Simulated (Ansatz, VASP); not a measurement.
# One calculation of Hf, two programs

File INCAR:

```
SYSTEM = Hf
PREC = Accurate
ENCUT = 520
EDIFF = 1E-6
ISMEAR = 0
SIGMA = 0.15
LREAL = .False.
LASPH = .True.
NELM = 60
ALGO = Fast
ISIF = 2
LWAVE = .False.
LCHARG = .False.
GGA = PS
NBANDS = 11
```

Contents of KPOINTS:

```
regular mesh
0
Gamma
  18 18 18
  0 0 0
```

POSCAR

```
Hf
1.0
   -1.8591500000      1.8591500000      1.8591500000
    1.8591500000     -1.8591500000      1.8591500000
    1.8591500000      1.8591500000     -1.8591500000
Hf
1
Direct
    0.0000000000      0.0000000000      0.0000000000
```

Input for Ansatz:

```yaml
crystal:
  lattice:
    - [-1.85915, 1.85915, 1.85915]
    - [1.85915, -1.85915, 1.85915]
    - [1.85915, 1.85915, -1.85915]
  atoms:
    - { symbol: Hf, position: [0.0, 0.0, 0.0] }
basis:
  ecutwfc: 420
kpoints:
  mp_grid: { grid: [18, 18, 18] }
hamiltonian:
  xc: pbesol
scf:
  occupations: { method: gaussian, width: 0.15 }
output:
  forces: true
  stress: true
  eigenvalues: true
```

Change from the starting cell: strain +0.030 along x and y, +0.030 along z, atoms carried along.

Alike in both runs: task single point; functional PBEsol; k mesh 18 × 18 × 18; occupations gaussian, width 0.15 eV; no spin polarisation.

|  | VASP | Ansatz |
| --- | --- | --- |
| version | VASP 6.6.1 | Ansatz 0.2.0 |
| potentials or method | VASP PAW PBE potentials, release 64 (Hf_pv), cutoff 520 eV | scalar-relativistic, plane waves, PAW |
| valence electrons in the cell | 10 | 26 |

|  | VASP | Ansatz | Ansatz less VASP |
| --- | --- | --- | --- |
| gap on the k mesh at the Fermi level (eV) | none | none | - |
| pressure (GPa) | -14.9 | -14.6 | +0.33 |

VASP's potentials were made for PBE, not for PBEsol. A gap of «none» marks a metal or a gap that the smearing closes. The functional is the same, so the differences come from potentials, cutoffs and numerics. VASP's potentials hold 10 valence electrons a cell and Ansatz's 26, so a difference there can come from the potentials and not from the codes.

Spin-orbit coupling is off throughout.
